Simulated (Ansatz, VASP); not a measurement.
Two plane-wave programs on Hf

Contents of INCAR:

```
PREC     = Accurate       # precision mode
ENCUT    = 520            # plane-wave cutoff, eV
EDIFF    = 1E-7           # SCF threshold, eV
ISMEAR   = 0              # smearing method
SIGMA    = 0.05           # smearing width, eV
LREAL    = False          # projectors in reciprocal space
LASPH    = True           # aspherical terms in the spheres
NELM     = 80             # most SCF steps
ALGO     = Normal         # electronic algorithm
ISIF     = 2              # what is computed and relaxed
LWAVE    = False          # write WAVECAR
LCHARG   = False          # write CHGCAR
NBANDS   = 11             # bands
```

File KPOINTS:

```
Automatic mesh
0
Gamma
  14 14 14
```

POSCAR

```
Hf
1.0
   -1.8050000000      1.8050000000      1.8050000000
    1.8050000000     -1.8050000000      1.8050000000
    1.8050000000      1.8050000000     -1.8050000000
Hf
1
Direct
    0.0000000000      0.0000000000      0.0000000000
```

Input for Ansatz:

```yaml
crystal:
  lattice:
    - [-1.805, 1.805, 1.805]
    - [1.805, -1.805, 1.805]
    - [1.805, 1.805, -1.805]
  atoms:
    - { symbol: Hf, position: [0.0, 0.0, 0.0] }
basis:
  ecutwfc: 420
  fft_grid_basis: typed
kpoints:
  mp_grid: { grid: [14, 14, 14] }
hamiltonian:
  xc: lda
scf:
  occupations: { method: gaussian, width: 0.05 }
output:
  forces: true
  stress: true
  eigenvalues: true
  bader: true
  write_density: true
  volumetric_format: npy
  elf: true
```

Alike in both runs: task single point; functional LDA; k mesh 14 × 14 × 14; occupations gaussian, width 0.05 eV; no spin polarisation.

```csv
,VASP,Ansatz
version,VASP 6.6.1,Ansatz 0.2.0
potentials or method,"VASP PAW LDA potentials, release 64 (Hf_pv), cutoff 520 eV","scalar-relativistic, plane waves, PAW"
valence electrons in the cell,10,26
```

```csv
,VASP,Ansatz,Ansatz less VASP
gap on the k mesh at the Fermi level (eV),none,none,-
pressure (GPa),-12.9,-12.8,+0.04
```

LDA's correlation is that of Perdew and Zunger in VASP and of Perdew and Wang (1992) in Ansatz. A gap of «none» marks a metal or a gap that the smearing closes. VASP's potentials hold 10 valence electrons a cell and Ansatz's 26, so a difference there can come from the potentials and not from the codes.

Spin-orbit coupling is off throughout.
